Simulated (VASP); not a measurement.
The system is GeMo (rocksalt type).

```
Mo Ge
1.0
     0.00000    2.41283    2.41283
     2.41283    0.00000    2.41283
     2.41283    2.41283    0.00000
Mo Ge
1 1
Cartesian
  0.0000 0.0000 0.0000
  2.4128 2.4128 2.4128
```

Base run:

* Program: VASP 6.6.1
* Functional: r2SCAN
* Potentials or basis: VASP PAW PBE potentials, release 64 (Mo_sv, Ge_d)
* Cutoff: 520 eV
* k mesh: 14 × 14 × 14
* Occupations: fermi-dirac, width 0.08 eV
* Spin: no spin polarisation
* Hubbard terms: Mo d U = 5.0 eV

Its results: band gap on the k mesh zero (bands 14 and 15 overlap by 2.98 eV); pressure 47.1 GPa.

Task: The run is repeated on the same cell with these changes: hubbard terms from Mo d U = 5.0 eV to Mo d U = 8.0 eV. What comes out?

Result: Band gap on the k mesh zero (bands 14 and 15 overlap by 3.05 eV); pressure 50.1 GPa.

Caveats: the cell stands under pressure; the PAW data sets were made with another functional, which shifts forces and pressure a little; U without spin polarisation on a metal has little footing; the U is typed as a test and isn't derived for this compound.
